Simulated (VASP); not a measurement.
A run of VASP 6.6.1 is set up as follows.

Contents of INCAR:

```
SYSTEM = Ge
PREC = Accurate ; ENCUT = 520
EDIFF = 1E-7 ; ISMEAR = -1
SIGMA = 0.05 ; LREAL = .False.
LASPH = .True. ; NELM = 80
ALGO = Normal ; ISIF = 2
LWAVE = .False. ; LCHARG = .True.
GGA = CA ; LELF = .True.
LVHAR = .True. ; NBANDS = 21
```

Contents of KPOINTS:

```
Automatic mesh
0
Gamma
  8 8 8
  0 0 0
```

Contents of POSCAR:

```
Ge
1.0
    0.0000000000      2.8112514306      2.8112514306
    2.8112514306      0.0000000000      2.8112514306
    2.8112514306      2.8112514306      0.0000000000
Ge
2
Direct
    0.7500000000      0.7500000000      0.7500000000
    0.5000000000      0.5000000000      0.5000000000
```

Potentials or basis: VASP PAW LDA potentials, release 64 (Ge_d).

The run is started by

```bash
$ cat potpaw_LDA.64/Ge_d/POTCAR > POTCAR
$ mpirun -np 1 vasp_std > vasp.out
```

Problem. What does it give for the band gap on the k mesh?

Solution. 0.03 eV, direct.

Problem. Predict the pressure.

Solution. 0.2 GPa.

**What was measured.**

“Electronic and optical properties of SixGe1-x-ySny alloys lattice-matched to Ge”, 2021, arxiv:2109.02782 reports, for a bulk crystal of Ge at 300 K: band gap 0.807 eV (direct).

Measured gap of Ge: 0.807 eV (direct; 300 K; “Electronic and optical properties of SixGe1-x-ySny alloys lattice-matched to Ge”, 2021, arxiv:2109.02782). This calculation gives 0.03 eV (-0.78 eV). 3 values of this kind are on record (0.666 to 0.807 eV); this one was drawn at random among those near their median. Spin-orbit coupling on Ge is left out. The value is that of LDA on a finite k mesh, which can miss the band edges, without temperature or zero-point motion. Semilocal functionals fall short of measured gaps as a rule.
